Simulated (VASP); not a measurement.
AlO2:

```
Al O
1.0
     2.48446    0.00000    0.00000
     0.00000    2.48446    0.00000
     0.00000    0.00000    5.12606
Al O
1 2
Direct
  0.00000 0.00000 0.00000
  0.50000 0.50000 0.29500
  0.50000 0.50000 0.70500
```

The cell was generated, and may not be a known phase.

- Program: VASP 6.6.1
- Task: relaxation of cell and atoms
- Functional: PBE
- Potentials or basis: VASP PAW PBE potentials, release 64 (Al, O)
- Cutoff: 600 eV
- k mesh: 8 × 8 × 4
- Occupations: gaussian, width 0.1 eV
- Spin: collinear spin, ferromagnetic start
- Starting moments: [0.0, 1.0, 1.0] μB

At the start: pressure -11.4 GPa; volume 10.55 Å³/atom.

Q: Where does the relaxation end?

A: Over 9 steps the energy falls by 1160.4 meV/atom and the volume is 9.43 Å³/atom (-10.6 %); space group P4/mmm (No. 123, to 0.1 Å) before and after; moment 0.47 μB per cell.

Step by step:
| step | energy change (eV) | largest force (eV/Å) | pressure (GPa) | volume (Å³) |
| --- | --- | --- | --- | --- |
| 1 | 0.0000 | 5.2201 | -11.39 | 31.64 |
| 2 | -3.4420 | 0.6187 | -1.35 | 27.76 |
| 3 | -3.4420 | 0.4482 | -0.76 | 27.71 |
| 4 | -3.4705 | 0.0639 | 3.73 | 27.46 |
| 5 | -3.4705 | 0.0641 | 3.74 | 27.46 |
| 6 | -3.4784 | 0.3020 | -0.49 | 28.24 |
| 7 | -3.4792 | 0.2143 | 0.47 | 28.05 |
| 8 | -3.4807 | 0.0606 | -0.71 | 28.41 |
| 9 | -3.4812 | 0.0344 | -0.31 | 28.29 |

Final structure:
```
CELL_PARAMETERS angstrom
2.57253 0.00000 0.00000
0.00000 2.57253 0.00000
0.00000 0.00000 4.27407
ATOMIC_POSITIONS crystal
Al 0.00000 0.00000 0.00000
O 0.50000 0.50000 0.23567
O 0.50000 0.50000 0.76433
```

Caveat: a moment this small can come from the mesh or the smearing; a cell axis changed by over 15 % at a fixed basis, so the end point is rough.
